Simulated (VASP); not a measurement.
# Au (Fm-3m) in VASP: notebook

The runs below take Au through single point, with r2SCAN.

Program: VASP 6.6.1. These are calculated values, not measurements. Logs are shortened: lines on timing, memory, paths and dates and some standing lists are left out, and cuts for length are marked.

### Step 1. The cell of the first run

Symmetry: Fm-3m, No. 225, cubic system. The conventional cell has a = 4.091 Å, b = 4.091 Å, c = 4.091 Å, α = 90.00°, β = 90.00°, γ = 90.00°. Within 3.8 Å of Au (site symmetry m-3m) lie 12 Au at 2.89 Å.

### Step 2. Single point, r2SCAN

POSCAR

```
Au
1.0
    0.0000000000      2.0455000000      2.0455000000
    2.0455000000      0.0000000000      2.0455000000
    2.0455000000      2.0455000000      0.0000000000
Au
1
Direct
    0.0000000000      0.0000000000      0.0000000000
```

INCAR.step1

```
PREC = Accurate
ENCUT = 520
ISMEAR = 0
SIGMA = 0.15
LREAL = F
LASPH = T
NELM = 100
NBANDS = 12
GGA = PE
ALGO = Normal
EDIFF = 1E-4
LWAVE = T
LCHARG = F
```

INCAR.step2

```
PREC = Accurate
ENCUT = 520
EDIFF = 1E-6
ISMEAR = 0
SIGMA = 0.15
LREAL = F
LASPH = T
NELM = 100
ALGO = Normal
ISIF = 2
LWAVE = F
LCHARG = F
METAGGA = R2SCAN
LMIXTAU = T
NBANDS = 12
ISTART = 1
```

KPOINTS

```
Automatic mesh
0
Gamma
  14 14 14
```

Potentials or basis: VASP PAW PBE potentials, release 64 (Au).

Started as:

```
$ cat potpaw_PBE.64/Au/POTCAR > POTCAR
$ cp INCAR.step1 INCAR
$ mpirun -np 1 vasp_std > vasp.out
$ cp INCAR.step2 INCAR
$ mpirun -np 1 vasp_std > vasp.out
```

OUTCAR:

```text
PREC = Accurate
   ENCUT = 520
   EDIFF = 1E-6
   ISMEAR = 0
   LREAL = F
   LASPH = T
   NELM = 100
   ISIF = 2
   METAGGA = R2SCAN
   ISTART = 1

 ion  position               nearest neighbor table
   1  0.000  0.000  0.000-

  LATTYP: Found a face centered cubic cell.
 ALAT       =     4.0910000000

  Lattice vectors:

 A1 = (   0.0000000000,   2.0455000000,   2.0455000000)
 A2 = (   2.0455000000,   0.0000000000,   2.0455000000)
 A3 = (   2.0455000000,   2.0455000000,   0.0000000000)

Analysis of symmetry for initial positions (statically):
=====================================================================
 Subroutine PRICEL returns:
 Original cell was already a primitive cell.

 Routine SETGRP: Setting up the symmetry group for a
 face centered cubic supercell.

 Subroutine GETGRP returns: Found 48 space group operations
 (whereof 48 operations were pure point group operations)
 out of a pool of 48 trial point group operations.

The static configuration has the point symmetry O_h .

Analysis of symmetry for dynamics (positions and initial velocities):
=====================================================================
 Subroutine PRICEL returns:
 Original cell was already a primitive cell.

 Routine SETGRP: Setting up the symmetry group for a
 face centered cubic supercell.

 Subroutine GETGRP returns: Found 48 space group operations
 (whereof 48 operations were pure point group operations)
 out of a pool of 48 trial point group operations.

The dynamic configuration has the point symmetry O_h .

 Subroutine INISYM returns: Found 48 space group operations
 (whereof 48 operations are pure point group operations),
 and found     1 'primitive' translations

----------------------------------------------------------------------------------------

                                     Primitive cell

  volume of cell :      17.1170

  direct lattice vectors                    reciprocal lattice vectors
     0.000000000  2.045500000  2.045500000    -0.244439012  0.244439012  0.244439012
     2.045500000  0.000000000  2.045500000     0.244439012 -0.244439012  0.244439012
     2.045500000  2.045500000  0.000000000     0.244439012  0.244439012 -0.244439012

  length of vectors
     2.892773842  2.892773842  2.892773842     0.423380789  0.423380789  0.423380789

  position of ions in fractional coordinates (direct lattice)
     0.000000000  0.000000000  0.000000000

  ion indices of the primitive-cell ions
   primitive index   ion index
                 1           1

----------------------------------------------------------------------------------------

 KPOINTS: Automatic mesh

Automatic generation of k-mesh.
 Grid dimensions read from file:
 generate k-points for:   14   14   14

 Generating k-lattice:

  Cartesian coordinates                     Fractional coordinates (reciprocal lattice)
    -0.017459929  0.017459929  0.017459929     0.071428571  0.000000000  0.000000000
     0.017459929 -0.017459929  0.017459929     0.000000000  0.071428571  0.000000000
     0.017459929  0.017459929 -0.017459929     0.000000000  0.000000000  0.071428571

  Length of vectors
     0.030241485  0.030241485  0.030241485

  Shift w.r.t. Gamma in fractional coordinates (k-lattice)
     0.000000000  0.000000000  0.000000000

 Subroutine IBZKPT returns following result:
 ===========================================

 Found    104 irreducible k-points:

 Following reciprocal coordinates:
            Coordinates               Weight
  0.000000  0.000000  0.000000      1.000000
  0.071429  0.000000  0.000000      8.000000
  0.142857  0.000000  0.000000      8.000000
  0.214286  0.000000  0.000000      8.000000
  0.285714  0.000000  0.000000      8.000000
  0.357143  0.000000  0.000000      8.000000
[... 16 lines left out ...]
  0.214286  0.142857  0.000000     24.000000
  0.285714  0.142857  0.000000     24.000000
 [... further k-points ...]
   k-points           NKPTS =    104   k-points in BZ     NKDIM =    104   number of bands    NBANDS=     12
   number of dos      NEDOS =    301   number of ions     NIONS =      1
   total plane-waves  NPLWV =  13824
   dimension x,y,z NGX =    24 NGY =   24 NGZ =   24
   dimension x,y,z NGXF=    48 NGYF=   48 NGZF=   48
   ions per type =               1
   NGX,Y,Z   is equivalent  to a cutoff of  13.79, 13.79, 13.79 a.u.
   NGXF,Y,Z  is equivalent  to a cutoff of  27.59, 27.59, 27.59 a.u.
 SYSTEM =  unknown system
   PREC   = accura    normal or accurate (medium, high low for compatibility)
   ISTART =      1    job   : 0-new  1-cont  2-samecut
   ICHARG =      0    charge: 1-file 2-atom 10-const
   ISPIN  =      1    spin polarized calculation?
   LNONCOLLINEAR =      F non collinear calculations
   LSORBIT =      F    spin-orbit coupling
   LASPH  =      T    aspherical Exc in radial PAW
   ENCUT  =  520.0 eV  38.22 Ry    6.18 a.u.   5.38  5.38  5.38*2*pi/ulx,y,z
   NELM   =    100;   NELMIN=  2; NELMDL=  0     # of ELM steps
   EDIFF  = 0.1E-05   stopping-criterion for ELM
   LREAL  =      F    real-space projection
   EDIFFG = 0.1E-04   stopping-criterion for IOM
   NSW    =      0    number of steps for IOM
   IBRION =     -1    ionic relax: 0-MD 1-quasi-New 2-CG
   NFREE  =      0    steps in history (QN), initial steepest desc. (CG)
   ISIF   =      2    stress and relaxation
   ISYM   =      2    0-nonsym 1-usesym 2-fastsym
   POTIM  = 0.5000    time-step for ionic-motion
   TEBEG  =    0.0;   TEEND  =   0.0 temperature during run
   PSTRESS=    0.0 pullay stress
   NELECT =      11.0000    total number of electrons
   NUPDOWN=      -1.0000    fix difference up-down
   EMIN   =  10.00;   EMAX   =-10.00  energy-range for DOS
   EFERMI =   0.00;   METHOD = LEGACY
   ISMEAR =     0;   SIGMA  =   0.15  broadening in eV -4-tet -1-fermi 0-gaus
   EFERMI_NEDOS =   21; number of points for ismear=-14 and -15
   IALGO  =     38    algorithm
   IMIX   =      4    mixing-type and parameters
     AMIX     =   0.40;   BMIX     =  1.00
     AMIX_MAG =   1.60;   BMIX_MAG =  1.00
  volume/ion in A,a.u.               =      17.12       115.51
  Fermi-wavevector in a.u.,A,eV,Ry     =   1.412742  2.669696 27.155058  1.995840
  Thomas-Fermi vector in A             =   2.534459
   LORBIT       =      0    0 simple, 1 ext, 2 COOP (PROOUT), +10 PAW based schemes
   METAGGA = R2SCAN    functional components
   LHFCALC =     F    Hartree Fock is set to
   AEXX    =    0.0000 exact exchange contribution
   IVDW    =     0    specifies the selected vdW correction
   LEPSILON=     F    determine dielectric tensor
   LRPA    =     F    only Hartree local field effects (RPA)
 non-spin polarized calculation
 Gauss-broadening in eV      SIGMA  =   0.15
  energy-cutoff  :      520.00
  volume of cell :       17.12
 maximum number of plane-waves:       483
 NGX is ok and might be reduce to    24
   NGX = 11   NGY = 11   NGZ = 11

 number of electron      11.0000000 magnetization

 Free energy of the ion-electron system (eV)
  ---------------------------------------------------
  ext. energy  EPLUGINS =         0.00000000
  ---------------------------------------------------
  free energy    TOTEN  =       -50.58762951 eV

  energy without entropy =      -50.58436948  energy(sigma->0) =      -50.58599950

 E-fermi :   9.1960     XC(G=0): -13.6000

 val. band max:        9.0916927006   @ k =   0.5000   0.2857   0.1429
 cond. band min:       9.2613488675   @ k =   0.5000   0.3571   0.1429
 fundamental gap:      0.1696561670
 Fermi energy:         9.1959951136

 k-point     1 :       0.0000    0.0000    0.0000
  band No.  band energies     occupation
      1      -0.7945      2.00000
      2       4.3256      2.00000
      3       4.3256      2.00000
      4       4.3256      2.00000
      5       5.8472      2.00000
      6       5.8472      2.00000
      7      24.5783      0.00000
      8      28.6490      0.00000
      9      28.6490      0.00000
     10      28.6490      0.00000
     11      33.9152      0.00000
     12      38.3205      0.00000

 k-point     2 :       0.0714    0.0000    0.0000
  band No.  band energies     occupation
      1      -0.6108      2.00000
      2       4.2685      2.00000
      3       4.3878      2.00000
      4       4.3878      2.00000
      5       5.8204      2.00000
      6       5.8204      2.00000
      7      24.7828      0.00000
      8      27.5248      0.00000
      9      28.8591      0.00000
     10      28.8591      0.00000
     11      34.6767      0.00000
     12      36.6789      0.00000

 k-point     3 :       0.1429    0.0000    0.0000
  band No.  band energies     occupation
      1      -0.0871      2.00000
      2       4.1457      2.00000
      3       4.5311      2.00000
      4       4.5311      2.00000
      5       5.7878      2.00000
      6       5.7878      2.00000
      7      24.8033      0.00000
      8      25.7503      0.00000
      9      29.4188      0.00000
     10      29.4188      0.00000
     11      33.2071      0.00000
     12      35.4870      0.00000

 k-point     4 :       0.2143    0.0000    0.0000
  band No.  band energies     occupation
      1       0.6621      2.00000
      2       4.1197      2.00000
      3       4.6203      2.00000
      4       4.6203      2.00000
      5       5.8899      2.00000
      6       5.8899      2.00000
      7      22.3756      0.00000
      8      25.8045      0.00000
      9      29.9996      0.00000
     10      29.9997      0.00000
     11      31.9821      0.00000
     12      33.7575      0.00000

 k-point     5 :       0.2857    0.0000    0.0000
  band No.  band energies     occupation
      1       1.3432      2.00000
      2       4.5290      2.00000
      3       4.5600      2.00000
      4       4.5600      2.00000
      5       6.2099      2.00000
      6       6.2099      2.00000
      7      19.4627      0.00000
      8      25.4127      0.00000
      9      29.6540      0.00000
     10      29.6540      0.00000
     11      32.4586      0.00000
     12      33.2928      0.00000
[... 228 lines left out ...]
      1      -0.3118      2.00000
      2       4.1581      2.00000
      3       4.4750      2.00000
      4       4.5155      2.00000
      5       5.6871      2.00000
      6       5.8901      2.00000
      7      25.0661      0.00000
      8      26.4999      0.00000
      9      28.3090      0.00000
     10      29.6343      0.00000
     11      33.7939      0.00000
     12      36.1775      0.00000

 k-point    22 :       0.1429    0.1429    0.0000
  band No.  band energies     occupation
      1       0.1574      2.00000
      2       3.8683      2.00000
      3       4.7589      2.00000
      4       4.7589      2.00000
      5       5.3798      2.00000
      6       6.0540      2.00000
      7      25.6623      0.00000
      8      26.8958      0.00000
      9      27.5778      0.00000
     10      27.5778      0.00000
     11      33.3871      0.00000
     12      35.1750      0.00000

 k-point    23 :       0.2143    0.1429    0.0000
  band No.  band energies     occupation
      1       0.7448      2.00000
      2       3.6767      2.00000
      3       4.8513      2.00000
      4       4.9571      2.00000
      5       5.3831      2.00000
      6       6.1799      2.00000
      7      24.6708      0.00000
      8      26.2320      0.00000
      9      26.9244      0.00000
     10      28.2743      0.00000
     11      31.2889      0.00000
     12      34.9410      0.00000

 k-point    24 :       0.2857    0.1429    0.0000
  band No.  band energies     occupation
      1       1.4820      2.00000
      2       3.6077      2.00000
      3       4.6149      2.00000
      4       5.0298      2.00000
      5       5.9340      2.00000
      6       6.4328      2.00000
      7      21.8067      0.00000
      8      26.1846      0.00000
      9      26.3102      0.00000
     10      28.3800      0.00000
     11      31.2087      0.00000
     12      34.7950      0.00000

 [... further k-points ...]
[... 5 lines left out ...]
  --------------------------------------------------------------------------------------
  -------------------------------------------------------------------------------------
  Total        0.4585734      0.4585734      0.4585734      0.0000000     -0.0000000      0.0000000
  in kB       42.9230932     42.9230932     42.9230932      0.0000000     -0.0000000      0.0000000
  external PRESSURE =      42.9230932 kB  Pullay stress =       0.0000000 kB

 VOLUME and BASIS-vectors are now :
 -----------------------------------------------------------------------------
  energy-cutoff  :      520.00
  volume of cell :       17.12
      direct lattice vectors                 reciprocal lattice vectors
     0.000000000  2.045500000  2.045500000    -0.244439012  0.244439012  0.244439012
     2.045500000  0.000000000  2.045500000     0.244439012 -0.244439012  0.244439012
     2.045500000  2.045500000  0.000000000     0.244439012  0.244439012 -0.244439012

 POSITION                                       TOTAL-FORCE (eV/Angst)
 -----------------------------------------------------------------------------------
      0.00000      0.00000      0.00000        -0.000000      0.000000     -0.000000
 -----------------------------------------------------------------------------------
    total drift:                                0.000000     -0.000000      0.000000

  FREE ENERGIE OF THE ION-ELECTRON SYSTEM (eV)
  ---------------------------------------------------
  free  energy   TOTEN  =       -50.5876295066 eV

  energy  without entropy=      -50.5843694839  energy(sigma->0) =      -50.58599950
```

It took 2.2 min on 1 thread of AMD EPYC 7R43 (Zen 3), shared host; peak memory 0.12 GiB.

Results:

```
Free energy : -50.5876 eV
Pressure    : 4.3 GPa
```

Caveat: the PAW data sets were made with another functional, which shifts forces and pressure a little; spin-orbit coupling is left out, which moves the levels of the heavy elements.

### Step 3. Single point, r2SCAN

POSCAR is that of step 2.

INCAR.step1

```
PREC = Accurate ; ENCUT = 520
ISMEAR = 0 ; SIGMA = 0.15
LREAL = False ; LASPH = True
NELM = 80 ; NBANDS = 12
GGA = PE ; ALGO = Normal
EDIFF = 1E-4 ; LWAVE = True
LCHARG = False
```

INCAR.step2

```
PREC = Accurate ; ENCUT = 520
EDIFF = 1E-6 ; ISMEAR = 0
SIGMA = 0.15 ; LREAL = False
LASPH = True ; NELM = 80
ALGO = Normal ; ISIF = 2
LWAVE = False ; LCHARG = True
METAGGA = R2SCAN ; LMIXTAU = True
LELF = True ; LVHAR = True
NBANDS = 12 ; ISTART = 1
```

KPOINTS

```
regular mesh
0
Gamma
  16 16 16
```

Potentials or basis: VASP PAW PBE potentials, release 64 (Au).

Started as:

```
$ cat potpaw_PBE.64/Au/POTCAR > POTCAR
$ cp INCAR.step1 INCAR
$ mpirun -np 1 vasp_std > vasp.out
$ cp INCAR.step2 INCAR
$ mpirun -np 1 vasp_std > vasp.out
```

Run time: 2.9 min. Hardware: 1 thread of AMD EPYC 7R43 (Zen 3), shared host; peak memory 0.13 GiB.

Results (log left out):

```yaml
Free_energy: -50.5905 eV
Pressure: 4.3 GPa
```

Levels at points of the mesh, in eV from the Fermi level:
```csv
k point,band 2,band 3,band 4,band 5,band 6,band 7,band 8,band 9,band 10,band 11
"(0.00, 0.00, 0.00)",-4.89,-4.89,-4.89,-3.37,-3.37,15.36,19.43,19.43,19.43,24.70
"(0.50, 0.00, 0.00)",-4.93,-4.93,-2.13,-2.13,-0.74,3.19,14.85,17.93,17.93,25.90
"(0.50, 0.50, 0.00)",-6.99,-2.19,-1.79,-1.79,1.23,6.01,10.55,10.55,18.06,20.56
```

Caveat: the PAW data sets were made with another functional, which shifts forces and pressure a little; spin-orbit coupling is left out, which moves the levels of the heavy elements.
